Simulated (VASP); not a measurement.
# TePb (wurtzite type) (P6_3mc) in VASP: relaxation of cell and atoms with PBE

Aim: the relaxation of cell and atoms of TePb (wurtzite type) with PBE.

Program: VASP 6.6.1. These are calculated values, not measurements. Logs are shortened: lines on timing, memory, paths and dates and some standing lists are left out, and cuts for length are marked.

## 1. The cell of the first run

It takes space group P6_3mc (No. 186, hexagonal). The conventional cell has a = 4.250 Å, b = 4.250 Å, c = 6.928 Å, α = 90.00°, β = 90.00°, γ = 120.00°. Pb (site symmetry 3m) has 4 Te at 2.60 Å within 3.4 Å. Te (site symmetry 3m) has 4 Pb at 2.60 Å within 3.4 Å.

## 2. Relaxation of cell and atoms, PBE, target pressure 31 GPa, at which the enthalpy is minimised

INCAR

```
SYSTEM = TePb
PREC = Accurate
ENCUT = 600
EDIFF = 1E-7
ISMEAR = -1
SIGMA = 0.1
LREAL = .FALSE.
LASPH = .TRUE.
NELM = 100
ALGO = Normal
ISIF = 3
LWAVE = .FALSE.
LCHARG = .FALSE.
GGA = PE
IBRION = 2
NSW = 60
EDIFFG = -0.005
PSTRESS = 310.0
```

KPOINTS

```
Automatic mesh
0
G
  9 9 5
  0 0 0
```

POSCAR

```
TePb
1.0
    4.2503926744      0.0000000000      0.0000000000
   -2.1251963372      3.6809480321      0.0000000000
    0.0000000000      0.0000000000      6.9281400593
Pb Te
2 2
Direct
    0.3333333333      0.6666666667      0.0000000000
    0.6666666667      0.3333333333      0.5000000000
    0.3333333333      0.6666666667      0.3760000000
    0.6666666667      0.3333333333      0.8760000000
```

Potentials or basis: VASP PAW PBE potentials, release 64 (Pb_d, Te).

Started as:

```console
$ cat potpaw_PBE.64/Pb_d/POTCAR potpaw_PBE.64/Te/POTCAR > POTCAR
$ mpirun -np 1 vasp_std > vasp.out
```

OUTCAR:

```text
SYSTEM = TePb
   PREC = Accurate
   ENCUT = 600
   EDIFF = 1E-7
   ISMEAR = -1
   LREAL = .FALSE.
   LASPH = .TRUE.
   NELM = 100
   ISIF = 3
   GGA = PE
   IBRION = 2
   NSW = 60
   EDIFFG = -0.005
   PSTRESS = 310.0

 ion  position               nearest neighbor table
   1  0.333  0.667  0.000-   4 2.60   4 2.60   4 2.60   3 2.60
   2  0.667  0.333  0.500-   3 2.60   3 2.60   3 2.60   4 2.60
   3  0.333  0.667  0.376-   2 2.60   2 2.60   2 2.60   1 2.60
   4  0.667  0.333  0.876-   1 2.60   1 2.60   1 2.60   2 2.60

  LATTYP: Found a hexagonal cell.
 ALAT       =     4.2503926744
 C/A-ratio  =     1.6300000000

  Lattice vectors:

 A1 = (   4.2503926744,   0.0000000000,   0.0000000000)
 A2 = (  -2.1251963372,   3.6809480321,   0.0000000000)
 A3 = (   0.0000000000,   0.0000000000,   6.9281400593)

Analysis of symmetry for initial positions (statically):
=====================================================================
 Subroutine PRICEL returns:
 Original cell was already a primitive cell.

 Routine SETGRP: Setting up the symmetry group for a
 hexagonal supercell.

 Subroutine GETGRP returns: Found 12 space group operations
 (whereof  6 operations were pure point group operations)
 out of a pool of 24 trial point group operations.

The static configuration has the point symmetry C_3v.
 The point group associated with its full space group is C_6v.

Analysis of symmetry for dynamics (positions and initial velocities):
=====================================================================
 Subroutine PRICEL returns:
 Original cell was already a primitive cell.

 Routine SETGRP: Setting up the symmetry group for a
 hexagonal supercell.

 Subroutine GETGRP returns: Found 12 space group operations
 (whereof  6 operations were pure point group operations)
 out of a pool of 24 trial point group operations.

The dynamic configuration has the point symmetry C_3v.
 The point group associated with its full space group is C_6v.

 Subroutine INISYM returns: Found 12 space group operations
 (whereof  6 operations are pure point group operations),
 and found     1 'primitive' translations

----------------------------------------------------------------------------------------

                                     Primitive cell

  volume of cell :     108.3940

  direct lattice vectors                    reciprocal lattice vectors
     4.250392674  0.000000000  0.000000000     0.235272380  0.135834572  0.000000000
    -2.125196337  3.680948032  0.000000000     0.000000000  0.271669144  0.000000000
     0.000000000  0.000000000  6.928140059     0.000000000  0.000000000  0.144338883

  length of vectors
     4.250392674  4.250392674  6.928140059     0.271669144  0.271669144  0.144338883

  position of ions in fractional coordinates (direct lattice)
     0.333333333  0.666666667  0.000000000
     0.666666667  0.333333333  0.500000000
     0.333333333  0.666666667  0.376000000
     0.666666667  0.333333333  0.876000000

  ion indices of the primitive-cell ions
   primitive index   ion index
                 1           1
                 2           2
                 3           3
                 4           4

----------------------------------------------------------------------------------------

 KPOINTS: Automatic mesh

Automatic generation of k-mesh.
 Grid dimensions read from file:
 generate k-points for:    9    9    5

 Generating k-lattice:

  Cartesian coordinates                     Fractional coordinates (reciprocal lattice)
     0.026141376  0.015092730  0.000000000     0.111111111  0.000000000  0.000000000
     0.000000000  0.030185460  0.000000000     0.000000000  0.111111111  0.000000000
     0.000000000  0.000000000  0.028867777     0.000000000  0.000000000  0.200000000

  Length of vectors
     0.030185460  0.030185460  0.028867777

  Shift w.r.t. Gamma in fractional coordinates (k-lattice)
     0.000000000  0.000000000  0.000000000

 Subroutine IBZKPT returns following result:
 ===========================================

 Found     36 irreducible k-points:

 Following reciprocal coordinates:
            Coordinates               Weight
  0.000000  0.000000  0.000000      1.000000
  0.111111  0.000000  0.000000      6.000000
  0.222222  0.000000  0.000000      6.000000
  0.333333  0.000000  0.000000      6.000000
  0.444444  0.000000  0.000000      6.000000
  0.111111  0.111111  0.000000      6.000000
[... 16 lines left out ...]
  0.333333  0.222222  0.200000     24.000000
  0.333333  0.333333  0.200000      4.000000
 [... further k-points ...]
   k-points           NKPTS =     36   k-points in BZ     NKDIM =     36   number of bands    NBANDS=     24
   number of dos      NEDOS =    301   number of ions     NIONS =      4
   total plane-waves  NPLWV =  72576
   dimension x,y,z NGX =    36 NGY =   36 NGZ =   56
   dimension x,y,z NGXF=    72 NGYF=   72 NGZF=  112
   ions per type =               2   2
   NGX,Y,Z   is equivalent  to a cutoff of  14.08, 14.08, 13.44 a.u.
   NGXF,Y,Z  is equivalent  to a cutoff of  28.16, 28.16, 26.88 a.u.
 SYSTEM =  TePb
   PREC   = accura    normal or accurate (medium, high low for compatibility)
   ISTART =      0    job   : 0-new  1-cont  2-samecut
   ICHARG =      2    charge: 1-file 2-atom 10-const
   ISPIN  =      1    spin polarized calculation?
   LNONCOLLINEAR =      F non collinear calculations
   LSORBIT =      F    spin-orbit coupling
   LASPH  =      T    aspherical Exc in radial PAW
   ENCUT  =  600.0 eV  44.10 Ry    6.64 a.u.   8.49  8.49 13.84*2*pi/ulx,y,z
   NELM   =    100;   NELMIN=  2; NELMDL= -5     # of ELM steps
   EDIFF  = 0.1E-06   stopping-criterion for ELM
   LREAL  =      F    real-space projection
   EDIFFG = -.5E-02   stopping-criterion for IOM
   NSW    =     60    number of steps for IOM
   IBRION =      2    ionic relax: 0-MD 1-quasi-New 2-CG
   NFREE  =      1    steps in history (QN), initial steepest desc. (CG)
   ISIF   =      3    stress and relaxation
   ISYM   =      2    0-nonsym 1-usesym 2-fastsym
   POTIM  = 0.5000    time-step for ionic-motion
   TEBEG  =    0.0;   TEEND  =   0.0 temperature during run
   PSTRESS=  310.0 pullay stress
   NELECT =      40.0000    total number of electrons
   NUPDOWN=      -1.0000    fix difference up-down
   EMIN   =  10.00;   EMAX   =-10.00  energy-range for DOS
   EFERMI =   0.00;   METHOD = LEGACY
   ISMEAR =    -1;   SIGMA  =   0.10  broadening in eV -4-tet -1-fermi 0-gaus
   EFERMI_NEDOS =   21; number of points for ismear=-14 and -15
   IALGO  =     38    algorithm
   IMIX   =      4    mixing-type and parameters
     AMIX     =   0.40;   BMIX     =  1.00
     AMIX_MAG =   1.60;   BMIX_MAG =  1.00
  volume/ion in A,a.u.               =      27.10       182.87
  Fermi-wavevector in a.u.,A,eV,Ry     =   1.174248  2.219006 18.760495  1.378858
  Thomas-Fermi vector in A             =   2.310648
   LORBIT       =      0    0 simple, 1 ext, 2 COOP (PROOUT), +10 PAW based schemes
   GGA     = PE    functional components
   LHFCALC =     F    Hartree Fock is set to
   AEXX    =    0.0000 exact exchange contribution
   IVDW    =     0    specifies the selected vdW correction
   LEPSILON=     F    determine dielectric tensor
   LRPA    =     F    only Hartree local field effects (RPA)
 conjugate gradient relaxation of ions
 non-spin polarized calculation
  energy-cutoff  :      600.00
  volume of cell :      108.39
 maximum number of plane-waves:      3658
 NGX is ok and might be reduce to    36
   NGX = 17   NGY = 17   NGZ = 27

--------------------------------------- Ionic step        1  -------------------------------------------

 number of electron      39.9999996 magnetization

 Free energy of the ion-electron system (eV)
  ---------------------------------------------------
  ext. energy  EPLUGINS =         0.00000000
  ---------------------------------------------------
  free energy    TOTEN  =        -6.36224541 eV

  energy without entropy =       -6.31517251  energy(sigma->0) =       -6.33870896

 E-fermi :   9.8065     XC(G=0): -10.1002

 val. band max:        9.8035112279   @ k =   0.3333   0.2222   0.0000
 cond. band min:       9.8095643645   @ k =   0.3333   0.3333   0.2000
 fundamental gap:      0.0060531366
 Fermi energy:         9.8064808667

 k-point     1 :       0.0000    0.0000    0.0000
  band No.  band energies     occupation
      1      -9.0408      2.00000
      2      -8.8486      2.00000
      3      -8.8395      2.00000
      4      -8.8395      2.00000
      5      -8.8043      2.00000
      6      -8.8043      2.00000
[... 1407 lines left out ...]
  FREE ENERGIE OF THE ION-ELECTRON SYSTEM (eV)
  ---------------------------------------------------
  free  energy   TOTEN  =       -10.0520269933 eV

  energy  without entropy=      -10.0323452948  energy(sigma->0) =      -10.04218614

  enthalpy is  TOTEN    =        13.8941903247 eV   P V=       23.9462173180

[... ionic steps 4 to 49 ...]

--------------------------------------- Ionic step       50  -------------------------------------------

 number of electron      40.0000007 magnetization

------------------------ aborting loop because EDIFF is reached ----------------------------------------

  FORCE on cell =-STRESS in cart. coord.  units (eV):
  Direction    XX          YY          ZZ          XY          YZ          ZX
  --------------------------------------------------------------------------------------
  -------------------------------------------------------------------------------------
  Total       22.2481385     22.2481385     22.1984918      0.0000000      0.0000000      0.0000000
  in kB      311.3028598    311.3028602    310.6081876      0.0000000      0.0000000      0.0000000
  external PRESSURE =       1.0713025 kB  Pullay stress =     310.0000000 kB
[... 65 lines left out ...]
  enthalpy is  TOTEN    =        11.5817031627 eV   P V=       22.1747427496

--------------------------------------- Ionic step       52  -------------------------------------------

 number of electron      40.0000006 magnetization

 Free energy of the ion-electron system (eV)
  ---------------------------------------------------
  ext. energy  EPLUGINS =         0.00000000
  ---------------------------------------------------
  free energy    TOTEN  =       -10.59196841 eV

  energy without entropy =      -10.54990313  energy(sigma->0) =      -10.57093577

 E-fermi :   8.5723     XC(G=0):  -9.7932

 val. band max:        8.4533949435   @ k =   0.3333   0.3333   0.4000
 cond. band min:       8.5905339552   @ k =   0.1111   0.0000   0.0000
 fundamental gap:      0.1371390117
 Fermi energy:         8.5722515449

 k-point     1 :       0.0000    0.0000    0.0000
  band No.  band energies     occupation
      1      -9.4668      2.00000
      2      -9.2202      2.00000
      3      -9.2202      2.00000
      4      -9.2172      2.00000
      5      -9.2172      2.00000
      6      -9.1631      2.00000
[... 670 lines left out ...]
  FREE ENERGIE OF THE ION-ELECTRON SYSTEM (eV)
  ---------------------------------------------------
  free  energy   TOTEN  =       -10.5919684100 eV

  energy  without entropy=      -10.5499031281  energy(sigma->0) =      -10.57093577

  enthalpy is  TOTEN    =        11.5816997335 eV   P V=       22.1736681434

 reached required accuracy - stopping structural energy minimisation
```

Wall time 35 min (1 thread of Intel Xeon Platinum 8488C (Sapphire Rapids), shared host); peak memory 0.34 GiB.

What came out:

```yaml
Free_energy: -10.5920 eV
Relaxed_volume: 28.65 Å³/atom
Relaxed_cell: a = 4.784 Å, b = 4.784 Å, c = 5.782 Å, α = 90.00°, β = 90.00°, γ = 120.00°
Space_group_after_relaxing_to_0.1_Å: P6_3/mmc (No. 194)
Energy_change_on_relaxing_the_run_minimises_the_enthalpy: -1057.4 meV/atom
Ionic_steps: 52
Pressure_after_relaxing: 31.0 GPa
Band_gap_on_the_k_mesh: 0.14 eV (least direct gap 0.85 eV)
```

The path:
| step | energy change (eV) | largest force (eV/Å) | pressure (GPa) | volume (Å³) |
| --- | --- | --- | --- | --- |
| 1 | 0.0000 | 0.2256 | 49.34 | 108.39 |
| 3 | -3.6898 | 0.0935 | 29.23 | 123.76 |
| 5 | -3.3394 | 0.0686 | 31.16 | 121.90 |
| 7 | -3.3577 | 0.3628 | 31.15 | 121.90 |
| 9 | -3.5258 | 1.8104 | 30.76 | 121.45 |
| 11 | 2.4275 | 9.0752 | 50.96 | 111.81 |
| 13 | -2.9148 | 5.5596 | 33.33 | 119.49 |
| 15 | -2.9149 | 5.5605 | 33.33 | 119.49 |
| 17 | -2.9152 | 5.5653 | 33.32 | 119.49 |
| 19 | -2.9164 | 5.5838 | 33.32 | 119.49 |
| 21 | -2.9197 | 5.6577 | 33.29 | 119.50 |
| 23 | -2.9224 | 5.7511 | 33.26 | 119.50 |
| 25 | -2.9445 | 5.7234 | 33.18 | 119.52 |
| 27 | -3.0311 | 5.6127 | 32.88 | 119.58 |
| 29 | -3.3460 | 5.1781 | 31.74 | 119.82 |
| 31 | -4.0025 | 3.4219 | 28.58 | 120.46 |
| 33 | -4.4963 | 2.1772 | 28.07 | 119.26 |
| 35 | -4.4982 | 0.9962 | 28.85 | 117.27 |
| 37 | -4.1207 | 0.9169 | 31.32 | 114.82 |
| 39 | -3.6340 | 0.7901 | 34.38 | 112.11 |
| 41 | -4.0219 | 0.2527 | 32.23 | 113.61 |
| 43 | -4.1429 | 0.0585 | 31.51 | 114.19 |
| 45 | -4.2429 | 0.0514 | 30.92 | 114.67 |
| 47 | -4.2305 | 0.0446 | 30.99 | 114.61 |
| 49 | -4.2013 | 0.0254 | 31.16 | 114.45 |
| 51 | -4.2308 | 0.0008 | 30.99 | 114.61 |
| 52 | -4.2297 | 0.0001 | 31.00 | 114.60 |

Final structure:
```
Pb Te
1.0
     4.78396    0.00000    0.00000
    -2.39198    4.14303    0.00000
     0.00000    0.00000    5.78204
Pb Te
2 2
Direct
  0.33333 0.66667 0.93800
  0.66667 0.33333 0.43800
  0.33333 0.66667 0.43800
  0.66667 0.33333 0.93800
```

Levels at points of the mesh, in eV from the valence-band top:
| k point | band 17 | band 18 | band 19 | band 20 | band 21 | band 22 | band 23 | band 24 |
| --- | --- | --- | --- | --- | --- | --- | --- | --- |
| (0.00, 0.00, 0.00) | -4.36 | -2.67 | -2.54 | -2.54 | 0.20 | 0.20 | 2.86 | 2.86 |

Caveat: the cell is relaxed towards a set pressure, so the run minimises the enthalpy, not the energy; a cell axis changed by over 15 % at a fixed basis, so the end point is rough; spin-orbit coupling is left out, which moves the levels of the heavy elements.
